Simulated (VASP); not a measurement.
# K3NaMg4F12 in VASP: a series of runs

K3NaMg4F12 is run at these levels: PBEsol; tasks: relaxation of the atoms, single point.

All numbers are computed with VASP 6.6.1; they aren't measurements. Logs are shortened: lines on timing, memory, paths and dates and some standing lists are left out, and cuts for length are marked.

## Step 1: The cell of the first run

The cell holds a repeated cell, 40 atoms: a = 7.983 Å, b = 7.983 Å, c = 7.983 Å, α = 90.00°, β = 90.00°, γ = 90.00°.

## Step 2: Relaxation of the atoms, PBEsol

File INCAR:

```
PREC = Accurate
ENCUT = 520
EDIFF = 1E-7
ISMEAR = -1
SIGMA = 0.05
LREAL = Auto
LASPH = True
NELM = 120
ALGO = Normal
ISIF = 2
LWAVE = False
LCHARG = False
GGA = PS
IBRION = 2
NSW = 100
EDIFFG = -0.03
ISYM = 0
GGA_COMPAT = False
NELMIN = 4
NCORE = 4
```

File KPOINTS:

```
Automatic mesh
0
Gamma
  1 1 1
  0.25 0.25 0.25
```

File POSCAR:

```
K3NaMg4F12
1.0
    7.9825440000      0.0000000000      0.0000000000
    0.0000000000      7.9825440000      0.0000000000
    0.0000000000      0.0000000000      7.9825440000
K Na Mg F
6 2 8 24
Direct
    0.0026990000      0.9984770000      0.0033710000
    0.0056790000      0.0023460000      0.5019160000
    0.0000290000      0.5007470000      0.0026450000
    0.4987730000      0.0004250000      0.0004550000
    0.5000920000      0.0031250000      0.4999790000
    0.4976020000      0.4988750000      0.0013790000
    0.0010520000      0.4977380000      0.5032810000
    0.5032780000      0.4967950000      0.4989880000
    0.2478070000      0.2507170000      0.2495290000
    0.2505190000      0.2506960000      0.7539620000
    0.2481840000      0.7496540000      0.2511820000
    0.2498160000      0.7516830000      0.7500830000
    0.7527190000      0.2521530000      0.2469780000
    0.7498030000      0.2517590000      0.7504300000
    0.7524260000      0.7487120000      0.2503380000
    0.7457900000      0.7489450000      0.7489210000
    0.2513900000      0.2521330000      0.0029000000
    0.2510130000      0.2489430000      0.5024250000
    0.2499270000      0.7502350000      0.9989450000
    0.2472160000      0.7480350000      0.4994430000
    0.7521290000      0.2488880000      0.0019540000
    0.7465750000      0.2493780000      0.5027770000
    0.7487790000      0.7477730000      0.9984740000
    0.7492760000      0.7467760000      0.4979530000
    0.9988120000      0.2494000000      0.2540020000
    0.0026080000      0.2534600000      0.7474880000
    0.9929590000      0.7522790000      0.2475590000
    0.9977960000      0.7467500000      0.7509070000
    0.4975420000      0.2547940000      0.2493890000
    0.5006230000      0.2448250000      0.7489660000
    0.5031960000      0.7529310000      0.2516840000
    0.4975940000      0.7512380000      0.7517160000
    0.2465790000      0.0023120000      0.2507510000
    0.2483700000      0.9986460000      0.7559300000
    0.2505360000      0.5035560000      0.2519090000
    0.2520290000      0.4997970000      0.7508300000
    0.7452350000      0.0004390000      0.2495440000
    0.7488540000      0.0001650000      0.7500130000
    0.7485250000      0.5004660000      0.2476700000
    0.7518030000      0.5033980000      0.7542990000
```

Potentials or basis: VASP PAW PBE potentials, release 64 (K_sv, Na_pv, Mg, F).

Launch:

```
> cat potpaw_PBE.64/K_sv/POTCAR potpaw_PBE.64/Na_pv/POTCAR potpaw_PBE.64/Mg/POTCAR potpaw_PBE.64/F/POTCAR > POTCAR
> mpirun -np 4 vasp_std > vasp.out
```

OUTCAR:

```text
PREC = Accurate
   ENCUT = 520
   EDIFF = 1E-7
   ISMEAR = -1
   LREAL = Auto
   LASPH = True
   NELM = 120
   ISIF = 2
   GGA = PS
   IBRION = 2
   NSW = 100
   EDIFFG = -0.03
   ISYM = 0
   NELMIN = 4

 ion  position               nearest neighbor table
   1  0.003  0.998  0.003-  27 2.77  33 2.77  34 2.78  19 2.80  21 2.83  25 2.83  17 2.84  37 2.84
                            28 2.85  23 2.85  11 3.42   9 3.43  15 3.44  12 3.44  13 3.44  10 3.45
   2  0.006  0.002  0.502-  18 2.78  33 2.78  25 2.79  20 2.80  26 2.80  34 2.80  28 2.85  27 2.85
                            38 2.85  22 2.86   9 3.42  12 3.42  10 3.43  11 3.44  14 3.47  13 3.49
   3  0.000  0.501  0.003-  39 2.80  40 2.80  27 2.80  28 2.81  23 2.81  19 2.82  21 2.82  35 2.82
                            17 2.82  26 2.84  25 2.84  36 2.84  13 3.41  15 3.43   9 3.43  11 3.44
   4  0.499  0.000  0.000-  34 2.79  37 2.80  30 2.80  32 2.81  31 2.82  19 2.82  17 2.82  38 2.83
                            21 2.83  33 2.84  23 2.84  29 2.84  10 3.43  12 3.45  16 3.46   9 3.46
   5  0.500  0.003  0.500-  30 2.77  22 2.78  18 2.79  37 2.80  31 2.81  38 2.82  29 2.84  33 2.84
                            32 2.84  24 2.85  14 3.45  16 3.45   9 3.46  10 3.46  12 3.46  11 3.48
   6  0.498  0.499  0.001-  29 2.78  17 2.78  36 2.80  39 2.81  35 2.81  19 2.82  23 2.82  40 2.83
                            32 2.83  31 2.85  21 2.85  10 3.42   9 3.44  13 3.45  11 3.46  14 3.46
   7  0.001  0.498  0.503-
   8  0.503  0.497  0.499-
   9  0.248  0.251  0.250-  17 1.97  33 1.98  25 1.99  29 1.99  35 2.02  18 2.02   2 3.42   1 3.43
                             3 3.43   6 3.44   4 3.46   5 3.46
  10  0.251  0.251  0.754-  26 1.98  17 1.99  36 1.99  30 2.00  18 2.01  34 2.01   6 3.42   4 3.43
                             2 3.43   3 3.45   1 3.45   5 3.46
  11  0.248  0.750  0.251-  35 1.96  20 1.98  19 2.01  33 2.02  31 2.04  27 2.04   1 3.42   3 3.44
                             2 3.44   6 3.46   4 3.47   5 3.48
  12  0.250  0.752  0.750-  34 1.97  32 1.98  19 1.99  20 2.00  36 2.01  28 2.01   2 3.42   1 3.44
                             4 3.45   5 3.46   6 3.47   3 3.47
  13  0.753  0.252  0.247-  21 1.96  25 1.97  39 1.98  37 2.01  29 2.04  22 2.04   3 3.41   1 3.44
                             6 3.45   4 3.47   5 3.48   2 3.49
  14  0.750  0.252  0.750-  22 1.98  30 1.99  21 2.01  38 2.01  40 2.01  26 2.02   5 3.45   6 3.46
                             3 3.46   4 3.47   2 3.47   1 3.50
  15  0.752  0.749  0.250-  27 1.92  24 1.98  39 1.98  31 1.99  37 2.01  23 2.01   3 3.43   1 3.44
                             6 3.47   4 3.48   5 3.49   2 3.50
  16  0.746  0.749  0.749-  40 1.96  32 1.98  23 1.99  24 2.00  38 2.01  28 2.01   5 3.45   4 3.46
                             6 3.46   3 3.49   2 3.50   1 3.51
  17  0.251  0.252  0.003-   9 1.97  10 1.99   6 2.78   4 2.82   3 2.82   1 2.84
  18  0.251  0.249  0.502-  10 2.01   9 2.02   2 2.78   5 2.79
  19  0.250  0.750  0.999-  12 1.99  11 2.01   1 2.80   4 2.82   6 2.82   3 2.82
  20  0.247  0.748  0.499-  11 1.98  12 2.00   2 2.80
  21  0.752  0.249  0.002-  13 1.96  14 2.01   3 2.82   1 2.83   4 2.83   6 2.85
  22  0.747  0.249  0.503-  14 1.98  13 2.04   5 2.78   2 2.86
  23  0.749  0.748  0.998-  16 1.99  15 2.01   3 2.81   6 2.82   4 2.84   1 2.85
  24  0.749  0.747  0.498-  15 1.98  16 2.00   5 2.85
  25  0.999  0.249  0.254-  13 1.97   9 1.99   2 2.79   1 2.83   3 2.84
  26  0.003  0.253  0.747-  10 1.98  14 2.02   2 2.80   3 2.84
  27  0.993  0.752  0.248-  15 1.92  11 2.04   1 2.77   3 2.80   2 2.85
  28  0.998  0.747  0.751-  16 2.01  12 2.01   3 2.81   1 2.85   2 2.85
  29  0.498  0.255  0.249-   9 1.99  13 2.04   6 2.78   5 2.84   4 2.84
  30  0.501  0.245  0.749-  14 1.99  10 2.00   5 2.77   4 2.80
  31  0.503  0.753  0.252-  15 1.99  11 2.04   5 2.81   4 2.82   6 2.85
  32  0.498  0.751  0.752-  12 1.98  16 1.98   4 2.81   6 2.83   5 2.84
  33  0.247  0.002  0.251-   9 1.98  11 2.02   1 2.77   2 2.78   4 2.84   5 2.84
  34  0.248  0.999  0.756-  12 1.97  10 2.01   1 2.78   4 2.79   2 2.80
  35  0.251  0.504  0.252-  11 1.96   9 2.02   6 2.81   3 2.82
  36  0.252  0.500  0.751-  10 1.99  12 2.01   6 2.80   3 2.84
  37  0.745  0.000  0.250-  15 2.01  13 2.01   4 2.80   5 2.80   1 2.84
  38  0.749  0.000  0.750-  16 2.01  14 2.01   5 2.82   4 2.83   2 2.85
  39  0.749  0.500  0.248-  15 1.98  13 1.98   3 2.80   6 2.81
  40  0.752  0.503  0.754-  16 1.96  14 2.01   3 2.80   6 2.83

IMPORTANT INFORMATION: All symmetrisations will be switched off!
NOSYMM: (Re-)initialisation of all symmetry stuff for point group C_1.

----------------------------------------------------------------------------------------

                                     Primitive cell

  volume of cell :     508.6558

  direct lattice vectors                    reciprocal lattice vectors
     7.982544000  0.000000000  0.000000000     0.125273346  0.000000000  0.000000000
     0.000000000  7.982544000  0.000000000     0.000000000  0.125273346  0.000000000
     0.000000000  0.000000000  7.982544000     0.000000000  0.000000000  0.125273346

  length of vectors
     7.982544000  7.982544000  7.982544000     0.125273346  0.125273346  0.125273346

  position of ions in fractional coordinates (direct lattice)
     0.002699000  0.998477000  0.003371000
[... 102 lines left out ...]
     0.250000000  0.250000000  0.250000000

 Subroutine IBZKPT returns following result:
 ===========================================

 Found      4 irreducible k-points:

 Following reciprocal coordinates:
            Coordinates               Weight
  0.250000  0.250000  0.250000      2.000000
 -0.250000  0.250000  0.250000      2.000000
 -0.250000 -0.250000  0.250000      2.000000
  0.250000 -0.250000  0.250000      2.000000
   k-points           NKPTS =      4   k-points in BZ     NKDIM =      4   number of bands    NBANDS=    151
   number of dos      NEDOS =    301   number of ions     NIONS =     40
   total plane-waves  NPLWV = 216000
   dimension x,y,z NGX =    60 NGY =   60 NGZ =   60
   dimension x,y,z NGXF=   120 NGYF=  120 NGZF=  120
   ions per type =               6   2   8  24
   NGX,Y,Z   is equivalent  to a cutoff of  12.50, 12.50, 12.50 a.u.
   NGXF,Y,Z  is equivalent  to a cutoff of  24.99, 24.99, 24.99 a.u.
 SYSTEM =  unknown system
   PREC   = accura    normal or accurate (medium, high low for compatibility)
   ISTART =      0    job   : 0-new  1-cont  2-samecut
   ICHARG =      2    charge: 1-file 2-atom 10-const
   ISPIN  =      1    spin polarized calculation?
   LNONCOLLINEAR =      F non collinear calculations
   LSORBIT =      F    spin-orbit coupling
   LASPH  =      T    aspherical Exc in radial PAW
   ENCUT  =  520.0 eV  38.22 Ry    6.18 a.u.  14.84 14.84 14.84*2*pi/ulx,y,z
   NELM   =    120;   NELMIN=  4; NELMDL= -5     # of ELM steps
   EDIFF  = 0.1E-06   stopping-criterion for ELM
   LREAL  =      T    real-space projection
   EDIFFG = -.3E-01   stopping-criterion for IOM
   NSW    =    100    number of steps for IOM
   IBRION =      2    ionic relax: 0-MD 1-quasi-New 2-CG
   NFREE  =      1    steps in history (QN), initial steepest desc. (CG)
   ISIF   =      2    stress and relaxation
   ISYM   =      0    0-nonsym 1-usesym 2-fastsym
   POTIM  = 0.5000    time-step for ionic-motion
   TEBEG  =    0.0;   TEEND  =   0.0 temperature during run
   PSTRESS=    0.0 pullay stress
   NELECT =     252.0000    total number of electrons
   NUPDOWN=      -1.0000    fix difference up-down
   EMIN   =  10.00;   EMAX   =-10.00  energy-range for DOS
   EFERMI =   0.00;   METHOD = LEGACY
   ISMEAR =    -1;   SIGMA  =   0.05  broadening in eV -4-tet -1-fermi 0-gaus
   EFERMI_NEDOS =   21; number of points for ismear=-14 and -15
   IALGO  =     38    algorithm
   IMIX   =      4    mixing-type and parameters
     AMIX     =   0.40;   BMIX     =  1.00
     AMIX_MAG =   1.60;   BMIX_MAG =  1.00
  volume/ion in A,a.u.               =      12.72        85.81
  Fermi-wavevector in a.u.,A,eV,Ry     =   1.295389  2.447931 22.831036  1.678034
  Thomas-Fermi vector in A             =   2.426912
   LORBIT       =      0    0 simple, 1 ext, 2 COOP (PROOUT), +10 PAW based schemes
   GGA     = PS    functional components
   LHFCALC =     F    Hartree Fock is set to
   AEXX    =    0.0000 exact exchange contribution
   IVDW    =     0    specifies the selected vdW correction
   LEPSILON=     F    determine dielectric tensor
   LRPA    =     F    only Hartree local field effects (RPA)
 conjugate gradient relaxation of ions
 non-spin polarized calculation
  energy-cutoff  :      520.00
  volume of cell :      508.66
 maximum number of plane-waves:     13679
   NGX = 29   NGY = 29   NGZ = 29

--------------------------------------- Ionic step        1  -------------------------------------------

 number of electron     251.9999934 magnetization

 Free energy of the ion-electron system (eV)
  ---------------------------------------------------
  ext. energy  EPLUGINS =         0.00000000
  ---------------------------------------------------
  free energy    TOTEN  =      -201.40485172 eV

  energy without entropy =     -201.40485172  energy(sigma->0) =     -201.40485172

------------------------ aborting loop because EDIFF is reached ----------------------------------------

  FORCE on cell =-STRESS in cart. coord.  units (eV):
  Direction    XX          YY          ZZ          XY          YZ          ZX
  --------------------------------------------------------------------------------------
  -------------------------------------------------------------------------------------
  Total       -4.2429271     -4.5426424     -4.3815233      0.0017047     -0.0390305      0.0406272
  in kB      -13.3644838    -14.3085351    -13.8010378      0.0053696     -0.1229392      0.1279688
  external PRESSURE =     -13.8246856 kB  Pullay stress =       0.0000000 kB
[... 579 lines left out ...]
--------------------------------------- Ionic step        9  -------------------------------------------

 number of electron     251.9999842 magnetization

 Free energy of the ion-electron system (eV)
  ---------------------------------------------------
  ext. energy  EPLUGINS =         0.00000000
  ---------------------------------------------------
  free energy    TOTEN  =      -201.56318971 eV

  energy without entropy =     -201.56318971  energy(sigma->0) =     -201.56318971

 E-fermi :  -0.4875     XC(G=0):  -9.7445

 val. band max:       -1.8563146490   @ k =   0.2500   0.2500   0.2500
 cond. band min:       5.6198911218   @ k =   0.2500  -0.2500   0.2500
 fundamental gap:      7.4762057708
 Fermi energy:        -0.4874735816

 k-point     1 :       0.2500    0.2500    0.2500
  band No.  band energies     occupation
      1     -27.3290      2.00000
      2     -27.3134      2.00000
      3     -27.2695      2.00000
      4     -27.2674      2.00000
      5     -27.2553      2.00000
      6     -27.2527      2.00000
[... 553 lines left out ...]
    137       8.8415      0.00000
    138       8.8712      0.00000
 [bands above 138 left out]

------------------------ aborting loop because EDIFF is reached ----------------------------------------

  FORCE on cell =-STRESS in cart. coord.  units (eV):
  Direction    XX          YY          ZZ          XY          YZ          ZX
  --------------------------------------------------------------------------------------
  -------------------------------------------------------------------------------------
  Total       -4.9762984     -4.9073976     -4.8687757     -0.0235865     -0.0302451      0.0035488
  in kB      -15.6744760    -15.4574505    -15.3357983     -0.0742934     -0.0952668      0.0111782
  external PRESSURE =     -15.4892416 kB  Pullay stress =       0.0000000 kB
[... 55 lines left out ...]
  FREE ENERGIE OF THE ION-ELECTRON SYSTEM (eV)
  ---------------------------------------------------
  free  energy   TOTEN  =      -201.5631897104 eV

  energy  without entropy=     -201.5631897104  energy(sigma->0) =     -201.56318971

 reached required accuracy - stopping structural energy minimisation
```

Wall time 8.4 min (4 MPI ranks of AMD EPYC 9R45 (Zen 5), shared host); peak memory 0.24 GiB.

What came out:

| Item | Value |
| --- | --- |
| Free energy | -201.5632 eV |
| Energy gained by relaxing | 4.0 meV/atom |
| Ionic steps | 9 |
| Pressure after relaxing | -1.5 GPa |
| Largest force after relaxing | 0.027 eV/Å |
| Band gap on the k mesh | 7.48 eV |

Forces in eV/Å, atoms in the order of the input:
```
K   -0.003  0.004 -0.006
K   -0.011 -0.006 -0.010
K    0.003 -0.003  0.002
K   -0.004  0.003  0.002
K   -0.008 -0.005  0.007
K    0.001  0.000 -0.004
Na   0.005  0.006 -0.002
Na   0.004  0.002  0.003
Mg   0.009 -0.012 -0.005
Mg   0.003  0.002 -0.004
Mg   0.002 -0.009 -0.006
Mg  -0.002  0.004  0.002
Mg   0.000 -0.007 -0.005
Mg  -0.013 -0.002 -0.006
Mg   0.025 -0.006  0.002
Mg  -0.005  0.000  0.009
F   -0.002 -0.004  0.003
F   -0.004  0.001  0.002
F    0.002  0.002 -0.008
F    0.008  0.009  0.001
F   -0.004  0.006  0.018
F   -0.001 -0.003  0.001
F    0.005  0.002  0.012
F    0.003  0.014 -0.018
F   -0.005 -0.004 -0.004
F    0.002  0.000  0.000
F    0.015 -0.007  0.005
F    0.003 -0.005  0.003
F   -0.004 -0.005 -0.005
F   -0.001 -0.001  0.004
F   -0.022 -0.014  0.008
F   -0.004  0.001  0.005
F    0.001  0.019 -0.002
F    0.007  0.004 -0.008
F    0.006 -0.011 -0.006
F   -0.009 -0.008 -0.001
F    0.006 -0.004  0.006
F   -0.006  0.024  0.001
F   -0.003  0.011 -0.002
F    0.000  0.003  0.008
```

The path:
| step | energy change (eV) | largest force (eV/Å) | pressure (GPa) |
| --- | --- | --- | --- |
| 1 | 0.0000 | 0.7246 | -1.38 |
| 2 | -0.0989 | 0.2529 | -1.47 |
| 3 | -0.1121 | 0.2144 | -1.49 |
| 4 | -0.1316 | 0.1368 | -1.51 |
| 5 | -0.1493 | 0.2028 | -1.54 |
| 6 | -0.1558 | 0.0555 | -1.55 |
| 7 | -0.1561 | 0.0587 | -1.55 |
| 8 | -0.1579 | 0.0306 | -1.55 |
| 9 | -0.1583 | 0.0272 | -1.55 |

Final structure:
```
CELL_PARAMETERS angstrom
7.98254 0.00000 0.00000
0.00000 7.98254 0.00000
0.00000 0.00000 7.98254
ATOMIC_POSITIONS crystal
K 0.99972 0.99955 0.00126
K 0.00038 0.00016 0.50121
K 0.99933 0.50079 0.00121
K 0.49946 0.99993 0.00074
K 0.49991 0.00047 0.50057
K 0.49938 0.50052 0.00066
Na 0.00136 0.49868 0.50444
Na 0.50323 0.49726 0.49842
Mg 0.24942 0.25261 0.25287
Mg 0.25010 0.25186 0.74946
Mg 0.24901 0.74897 0.25284
Mg 0.24976 0.74833 0.74899
Mg 0.74975 0.25226 0.25228
Mg 0.75003 0.25154 0.74910
Mg 0.74893 0.74877 0.25213
Mg 0.74949 0.74810 0.74849
F 0.24892 0.25204 0.00107
F 0.25136 0.25466 0.50114
F 0.24958 0.74865 0.00097
F 0.24760 0.74638 0.50085
F 0.75123 0.25016 0.00040
F 0.74809 0.25653 0.50067
F 0.74856 0.74969 0.00014
F 0.74938 0.74349 0.50049
F 0.99961 0.25395 0.25571
F 0.99997 0.25519 0.74552
F 0.99876 0.74877 0.25230
F 0.99951 0.74532 0.74739
F 0.49957 0.25489 0.25377
F 0.50002 0.25164 0.74878
F 0.49934 0.74771 0.25398
F 0.49956 0.74835 0.74703
F 0.24969 0.00058 0.25171
F 0.24828 0.00016 0.75090
F 0.24875 0.50085 0.25682
F 0.25112 0.50017 0.74581
F 0.74872 0.00070 0.25208
F 0.75140 0.99968 0.74840
F 0.74884 0.50031 0.25397
F 0.74849 0.49979 0.74638
```

Caveat: the k points lie up to 0.79 Å⁻¹ apart; the PAW data sets were made with another functional, which shifts forces and pressure a little.

(Part 1 of 2 ends here.)
